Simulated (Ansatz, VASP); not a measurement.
## Two plane-wave programs on SnO2

```
Sn O
1.0
    -2.13948    2.13948    4.38657
     2.13948   -2.13948    4.38657
     2.13948    2.13948   -4.38657
Sn O
2 4
Direct
  0.75000 0.25000 0.50000
  0.00000 0.00000 0.00000
  0.79700 0.79700 0.00000
  0.95300 0.45300 0.50000
  0.20300 0.20300 0.00000
  0.54700 0.04700 0.50000
```

Alike in both runs: task single point; functional LDA; k mesh 10 × 10 × 10; occupations gaussian, width 0.05 eV; no spin polarisation.

|  | VASP | Ansatz |
| --- | --- | --- |
| version | VASP 6.6.1 | Ansatz 0.2.0 |
| potentials or method | VASP PAW LDA potentials, release 64 (Sn_d, O), cutoff 520 eV | scalar-relativistic, plane waves, PAW |
| valence electrons in the cell | 52 | 52 |

VASP gave:

```
gap on the k mesh at the Fermi level (eV)                     : 2.96
least direct gap on the mesh (eV)                             : 3.61
pressure (GPa)                                                : 24.8
traceless stress, the component that is largest in VASP (GPa) : 57.06
rms of the force components (eV/Å)                            : 2.613
```

Task: Which values does Ansatz return?

Result: gap on the k mesh at the Fermi level (eV): 2.95; least direct gap on the mesh (eV): 3.60; pressure (GPa): 24.4; traceless stress, the component that is largest in VASP (GPa): 56.92; rms of the force components (eV/Å): 2.604.

LDA's correlation is that of Perdew and Zunger in VASP and of Perdew and Wang (1992) in Ansatz. Atom by atom the forces differ by 0.009 eV/Å (rms over components).
